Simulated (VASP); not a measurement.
# TiC (WC type): single point with PBE

The system is TiC (WC type).

```
Ti C
1.0
     3.04528    0.00000    0.00000
    -1.52264    2.63729    0.00000
     0.00000    0.00000    2.69390
Ti C
1 1
Direct
  0.00000 0.00000 0.00000
  0.33333 0.66667 0.50000
```

* Program: VASP 6.6.1
* Task: single point
* Functional: PBE
* Potentials or basis: VASP PAW PBE potentials, release 64 (Ti_sv, C)
* Cutoff: 520 eV
* k mesh: 16 × 16 × 14
* Occupations: fermi-dirac, width 0.08 eV
* Spin: no spin polarisation
* Dipole correction: no
* Further INCAR settings: ALGO = Normal; EDIFF = 1e-06; NBANDS = 15

```json
{"Pressure": "0.1 GPa", "Band gap on the k mesh": "zero (bands 8 and 9 overlap by 0.10 eV)"}
```

Levels at points of the mesh, in eV from the Fermi level:
```csv
k point,band 6,band 7,band 8,band 9,band 10,band 11
"(0.00, 0.00, 0.00)",-1.59,-1.59,-0.94,2.34,3.35,3.35
"(0.50, 0.00, 0.00)",-4.85,-0.74,-0.26,0.21,3.06,3.48
"(0.00, 0.00, 0.50)",-5.59,-0.51,-0.51,1.15,1.15,4.73
"(0.50, 0.00, 0.50)",-4.00,-2.55,-2.22,1.51,3.29,4.36
```

It took 22 s on 1 thread of Intel(R) Xeon(R) 6975P-C (Granite Rapids), with other jobs on the host, peak memory 0.19 GiB.
